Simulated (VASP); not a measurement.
# Na3AlO3 (P6_3/m) in VASP: single point with PBE

Aim: the single point of Na3AlO3 with PBE.

Program: VASP 6.6.1. These are calculated values, not measurements. Logs are shortened: lines on timing, memory, paths and dates and some standing lists are left out, and cuts for length are marked.

### Step 1. The cell of the first run

The structure is hexagonal, space group P6_3/m (No. 176). The conventional cell has a = 6.925 Å, b = 6.925 Å, c = 4.947 Å, α = 90.00°, β = 90.00°, γ = 120.00°. Na (site symmetry m) has 5 O at 2.34 to 2.67 Å and 1 Al at 2.87 Å within 3.1 Å. Al (site symmetry -6) has 3 O at 1.72 Å within 2.3 Å. O (site symmetry m) has 1 Al at 1.72 Å within 2.3 Å.

### Step 2. Single point, PBE

INCAR reads:

```
PREC = Accurate
ENCUT = 520
EDIFF = 1E-6
ISMEAR = 0
SIGMA = 0.15
LREAL = F
LASPH = T
NELM = 60
ALGO = Normal
ISIF = 2
LWAVE = F
LCHARG = F
GGA = PE
NBANDS = 55
```

KPOINTS reads:

```
regular mesh
0
Gamma
  2 2 3
```

POSCAR reads:

```
Na3AlO3
1.0
    6.9249545803      0.0000000000      0.0000000000
   -3.4624772901      5.9971865866      0.0000000000
    0.0000000000      0.0000000000      4.9469567769
Na Al O
6 2 6
Direct
    0.6610878583      0.7456560347      0.7500000000
    0.0845681764      0.3389121417      0.7500000000
    0.2543439653      0.9154318236      0.7500000000
    0.3389121417      0.2543439653      0.2500000000
    0.9154318236      0.6610878583      0.2500000000
    0.7456560347      0.0845681764      0.2500000000
    0.6666666667      0.3333333333      0.7500000000
    0.3333333333      0.6666666667      0.2500000000
    0.4037524254      0.3015880202      0.7500000000
    0.6984119798      0.1021644052      0.7500000000
    0.8978355948      0.5962475746      0.7500000000
    0.1021644052      0.4037524254      0.2500000000
    0.5962475746      0.6984119798      0.2500000000
    0.3015880202      0.8978355948      0.2500000000
```

Potentials or basis: VASP PAW PBE potentials, release 64 (Na_pv, Al, O).

The run is started by

```console
> cat potpaw_PBE.64/Na_pv/POTCAR potpaw_PBE.64/Al/POTCAR potpaw_PBE.64/O/POTCAR > POTCAR
> mpirun -np 1 vasp_std > vasp.out
```

OUTCAR:

```text
PREC = Accurate
   ENCUT = 520
   EDIFF = 1E-6
   ISMEAR = 0
   LREAL = F
   LASPH = T
   NELM = 60
   ISIF = 2
   GGA = PE

 ion  position               nearest neighbor table
   1  0.661  0.746  0.750-  11 2.34  10 2.35   7 2.87
   2  0.085  0.339  0.750-  10 2.34   9 2.35   7 2.87
   3  0.254  0.915  0.750-   9 2.34  11 2.35   7 2.87
   4  0.339  0.254  0.250-  12 2.34  14 2.35   8 2.87
   5  0.915  0.661  0.250-  14 2.34  13 2.35   8 2.87
   6  0.746  0.085  0.250-  13 2.34  12 2.35   8 2.87
   7  0.667  0.333  0.750-  10 1.72  11 1.72   9 1.72   2 2.87   3 2.87   1 2.87
   8  0.333  0.667  0.250-  14 1.72  12 1.72  13 1.72   5 2.87   6 2.87   4 2.87
   9  0.404  0.302  0.750-   7 1.72   3 2.34   2 2.35
  10  0.698  0.102  0.750-   7 1.72   2 2.34   1 2.35
  11  0.898  0.596  0.750-   7 1.72   1 2.34   3 2.35
  12  0.102  0.404  0.250-   8 1.72   4 2.34   6 2.35
  13  0.596  0.698  0.250-   8 1.72   6 2.34   5 2.35
  14  0.302  0.898  0.250-   8 1.72   5 2.34   4 2.35

  LATTYP: Found a hexagonal cell.
 ALAT       =     6.9249545803
 C/A-ratio  =     0.7143666748

  Lattice vectors:

 A1 = (   6.9249545803,   0.0000000000,   0.0000000000)
 A2 = (  -3.4624772901,   5.9971865866,   0.0000000000)
 A3 = (   0.0000000000,   0.0000000000,   4.9469567769)

Analysis of symmetry for initial positions (statically):
=====================================================================
 Subroutine PRICEL returns:
 Original cell was already a primitive cell.

 Routine SETGRP: Setting up the symmetry group for a
 hexagonal supercell.

 Subroutine GETGRP returns: Found 12 space group operations
 (whereof  6 operations were pure point group operations)
 out of a pool of 24 trial point group operations.

The static configuration has the point symmetry S_6 .
 The point group associated with its full space group is C_6h.

Analysis of symmetry for dynamics (positions and initial velocities):
=====================================================================
 Subroutine PRICEL returns:
 Original cell was already a primitive cell.

 Routine SETGRP: Setting up the symmetry group for a
 hexagonal supercell.

 Subroutine GETGRP returns: Found 12 space group operations
 (whereof  6 operations were pure point group operations)
 out of a pool of 24 trial point group operations.

The dynamic configuration has the point symmetry S_6 .
 The point group associated with its full space group is C_6h.

 Subroutine INISYM returns: Found 12 space group operations
 (whereof  6 operations are pure point group operations),
 and found     1 'primitive' translations

----------------------------------------------------------------------------------------

                                     Primitive cell

  volume of cell :     205.4483

  direct lattice vectors                    reciprocal lattice vectors
     6.924954580  0.000000000  0.000000000     0.144405279  0.083372427  0.000000000
    -3.462477290  5.997186587  0.000000000     0.000000000  0.166744854  0.000000000
     0.000000000  0.000000000  4.946956777     0.000000000  0.000000000  0.202144479

  length of vectors
     6.924954580  6.924954580  4.946956777     0.166744854  0.166744854  0.202144479

  position of ions in fractional coordinates (direct lattice)
     0.661087858  0.745656035  0.750000000
     0.084568176  0.338912142  0.750000000
     0.254343965  0.915431824  0.750000000
     0.338912142  0.254343965  0.250000000
     0.915431824  0.661087858  0.250000000
     0.745656035  0.084568176  0.250000000
     0.666666667  0.333333333  0.750000000
     0.333333333  0.666666667  0.250000000
     0.403752425  0.301588020  0.750000000
     0.698411980  0.102164405  0.750000000
     0.897835595  0.596247575  0.750000000
     0.102164405  0.403752425  0.250000000
     0.596247575  0.698411980  0.250000000
     0.301588020  0.897835595  0.250000000

  ion indices of the primitive-cell ions
   primitive index   ion index
                 1           1
                 2           2
                 3           3
                 4           4
                 5           5
                 6           6
                 7           7
                 8           8
                 9           9
                10          10
                11          11
                12          12
                13          13
                14          14

----------------------------------------------------------------------------------------

 KPOINTS: regular mesh

Automatic generation of k-mesh.
 Grid dimensions read from file:
 generate k-points for:    2    2    3

 Generating k-lattice:

  Cartesian coordinates                     Fractional coordinates (reciprocal lattice)
     0.072202640  0.041686213  0.000000000     0.500000000  0.000000000  0.000000000
     0.000000000  0.083372427  0.000000000     0.000000000  0.500000000  0.000000000
     0.000000000  0.000000000  0.067381493     0.000000000  0.000000000  0.333333333

  Length of vectors
     0.083372427  0.083372427  0.067381493

  Shift w.r.t. Gamma in fractional coordinates (k-lattice)
     0.000000000  0.000000000  0.000000000

 Subroutine IBZKPT returns following result:
 ===========================================

 Found      4 irreducible k-points:

 Following reciprocal coordinates:
            Coordinates               Weight
  0.000000  0.000000  0.000000      1.000000
  0.500000 -0.000000  0.000000      3.000000
  0.000000  0.000000  0.333333      2.000000
  0.500000 -0.000000  0.333333      6.000000
   k-points           NKPTS =      4   k-points in BZ     NKDIM =      4   number of bands    NBANDS=     55
   number of dos      NEDOS =    301   number of ions     NIONS =     14
   total plane-waves  NPLWV = 116640
   dimension x,y,z NGX =    54 NGY =   54 NGZ =   40
   dimension x,y,z NGXF=   108 NGYF=  108 NGZF=   80
   ions per type =               6   2   6
   NGX,Y,Z   is equivalent  to a cutoff of  12.96, 12.96, 13.44 a.u.
   NGXF,Y,Z  is equivalent  to a cutoff of  25.93, 25.93, 26.88 a.u.
 SYSTEM =  unknown system
   PREC   = accura    normal or accurate (medium, high low for compatibility)
   ISTART =      0    job   : 0-new  1-cont  2-samecut
   ICHARG =      2    charge: 1-file 2-atom 10-const
   ISPIN  =      1    spin polarized calculation?
   LNONCOLLINEAR =      F non collinear calculations
   LSORBIT =      F    spin-orbit coupling
   LASPH  =      T    aspherical Exc in radial PAW
   ENCUT  =  520.0 eV  38.22 Ry    6.18 a.u.  12.88 12.88  9.20*2*pi/ulx,y,z
   NELM   =     60;   NELMIN=  2; NELMDL= -5     # of ELM steps
   EDIFF  = 0.1E-05   stopping-criterion for ELM
   LREAL  =      F    real-space projection
   EDIFFG = 0.1E-04   stopping-criterion for IOM
   NSW    =      0    number of steps for IOM
   IBRION =     -1    ionic relax: 0-MD 1-quasi-New 2-CG
   NFREE  =      0    steps in history (QN), initial steepest desc. (CG)
   ISIF   =      2    stress and relaxation
   ISYM   =      2    0-nonsym 1-usesym 2-fastsym
   POTIM  = 0.5000    time-step for ionic-motion
   TEBEG  =    0.0;   TEEND  =   0.0 temperature during run
   PSTRESS=    0.0 pullay stress
   NELECT =      84.0000    total number of electrons
   NUPDOWN=      -1.0000    fix difference up-down
   EMIN   =  10.00;   EMAX   =-10.00  energy-range for DOS
   EFERMI =   0.00;   METHOD = LEGACY
   ISMEAR =     0;   SIGMA  =   0.15  broadening in eV -4-tet -1-fermi 0-gaus
   EFERMI_NEDOS =   21; number of points for ismear=-14 and -15
   IALGO  =     38    algorithm
   IMIX   =      4    mixing-type and parameters
     AMIX     =   0.40;   BMIX     =  1.00
     AMIX_MAG =   1.60;   BMIX_MAG =  1.00
  volume/ion in A,a.u.               =      14.67        99.03
  Fermi-wavevector in a.u.,A,eV,Ry     =   1.215067  2.296145 20.087491  1.476389
  Thomas-Fermi vector in A             =   2.350467
   LORBIT       =      0    0 simple, 1 ext, 2 COOP (PROOUT), +10 PAW based schemes
   GGA     = PE    functional components
   LHFCALC =     F    Hartree Fock is set to
   AEXX    =    0.0000 exact exchange contribution
   IVDW    =     0    specifies the selected vdW correction
   LEPSILON=     F    determine dielectric tensor
   LRPA    =     F    only Hartree local field effects (RPA)
 non-spin polarized calculation
 Gauss-broadening in eV      SIGMA  =   0.15
  energy-cutoff  :      520.00
  volume of cell :      205.45
 maximum number of plane-waves:      5566
 NGX is ok and might be reduce to    54
   NGX = 25   NGY = 25   NGZ = 19

 number of electron      83.9999992 magnetization

 Free energy of the ion-electron system (eV)
  ---------------------------------------------------
  ext. energy  EPLUGINS =         0.00000000
  ---------------------------------------------------
  free energy    TOTEN  =       -70.97369250 eV

  energy without entropy =      -70.97369250  energy(sigma->0) =      -70.97369250

 E-fermi :   1.1621     XC(G=0):  -8.6934

 val. band max:        0.4444059162   @ k =   0.0000   0.0000   0.0000
 cond. band min:       2.5044066387   @ k =   0.0000   0.0000   0.0000
 fundamental gap:      2.0600007226
 Fermi energy:         1.1621223090

 k-point     1 :       0.0000    0.0000    0.0000
  band No.  band energies     occupation
      1     -20.9413      2.00000
      2     -20.9228      2.00000
      3     -20.9071      2.00000
      4     -20.9071      2.00000
      5     -20.9023      2.00000
      6     -20.9023      2.00000
[... 46 lines left out ...]
     53       9.6046      0.00000
     54      11.2271      0.00000

 k-point     2 :       0.5000   -0.0000    0.0000
  band No.  band energies     occupation
      1     -20.9311      2.00000
      2     -20.9240      2.00000
      3     -20.9112      2.00000
      4     -20.9090      2.00000
      5     -20.9043      2.00000
      6     -20.8963      2.00000
[... 46 lines left out ...]
     53      10.6036      0.00000
     54      10.9780      0.00000

 k-point     3 :       0.0000    0.0000    0.3333
  band No.  band energies     occupation
      1     -20.9376      2.00000
      2     -20.9306      2.00000
      3     -20.9125      2.00000
      4     -20.9125      2.00000
      5     -20.9124      2.00000
      6     -20.9124      2.00000
[... 46 lines left out ...]
     53      10.7083      0.00000
     54      10.7083      0.00000

 k-point     4 :       0.5000   -0.0000    0.3333
  band No.  band energies     occupation
      1     -20.9329      2.00000
      2     -20.9282      2.00000
      3     -20.9171      2.00000
      4     -20.9162      2.00000
      5     -20.9044      2.00000
      6     -20.9023      2.00000
[... 46 lines left out ...]
     53      10.4617      0.00000
     54      10.6315      0.00000
 [bands above 54 left out]

------------------------ aborting loop because EDIFF is reached ----------------------------------------

  FORCE on cell =-STRESS in cart. coord.  units (eV):
  Direction    XX          YY          ZZ          XY          YZ          ZX
  --------------------------------------------------------------------------------------
  -------------------------------------------------------------------------------------
  Total        0.6479134      0.6479134      0.0688785     -0.0000001     -0.0000000      0.0000000
  in kB        5.0527167      5.0527167      0.5371453     -0.0000012     -0.0000000      0.0000000
  external PRESSURE =       3.5475262 kB  Pullay stress =       0.0000000 kB

 VOLUME and BASIS-vectors are now :
 -----------------------------------------------------------------------------
  energy-cutoff  :      520.00
  volume of cell :      205.45
      direct lattice vectors                 reciprocal lattice vectors
     6.924954580  0.000000000  0.000000000     0.144405279  0.083372427  0.000000000
    -3.462477290  5.997186587  0.000000000     0.000000000  0.166744854  0.000000000
     0.000000000  0.000000000  4.946956777     0.000000000  0.000000000  0.202144479

 POSITION                                       TOTAL-FORCE (eV/Angst)
 -----------------------------------------------------------------------------------
      1.99619      4.47184      3.71022        -0.019063      0.030446      0.000000
     -0.58784      2.03252      3.71022         0.035899      0.001286      0.000000
     -1.40834      5.49002      3.71022        -0.016836     -0.031733      0.000000
      1.46629      1.52535      1.23674         0.019063     -0.030446     -0.000000
      4.05032      3.96467      1.23674        -0.035899     -0.001286     -0.000000
      4.87082      0.50717      1.23674         0.016836      0.031733     -0.000000
      3.46248      1.99906      3.71022        -0.000000      0.000000     -0.000000
     -0.00000      3.99812      1.23674        -0.000000      0.000000      0.000000
      1.75173      1.80868      3.71022        -0.040763     -0.018796     -0.000000
      4.48273      0.61270      3.71022         0.036659     -0.025903      0.000000
      4.15298      3.57581      3.71022         0.004103      0.044700      0.000000
     -0.69050      2.42138      1.23674        -0.004103     -0.044700      0.000000
      1.71075      4.18851      1.23674         0.040763      0.018796      0.000000
     -1.02025      5.38449      1.23674        -0.036659      0.025903     -0.000000
 -----------------------------------------------------------------------------------
    total drift:                               -0.000001      0.000001     -0.000000

  FREE ENERGIE OF THE ION-ELECTRON SYSTEM (eV)
  ---------------------------------------------------
  free  energy   TOTEN  =       -70.9736925044 eV

  energy  without entropy=      -70.9736925044  energy(sigma->0) =      -70.97369250
```

Wall time 54 s (1 thread of Intel Xeon Platinum 8488C (Sapphire Rapids), shared host); peak memory 0.33 GiB.

Results:

| Property | Result |
| --- | --- |
| Free energy | -70.9737 eV |
| Pressure | 0.4 GPa |
| Largest force | 0.045 eV/Å |
| Band gap on the k mesh | 2.06 eV, direct |

Forces on the atoms (eV/Å):
```
Na  -0.019  0.030  0.000
Na   0.036  0.001  0.000
Na  -0.017 -0.032  0.000
Na   0.019 -0.030  0.000
Na  -0.036 -0.001  0.000
Na   0.017  0.032  0.000
Al   0.000  0.000  0.000
Al   0.000  0.000  0.000
O   -0.041 -0.019  0.000
O    0.037 -0.026  0.000
O    0.004  0.045  0.000
O   -0.004 -0.045  0.000
O    0.041  0.019  0.000
O   -0.037  0.026  0.000
```

Caveat: the k points lie up to 0.52 Å⁻¹ apart.
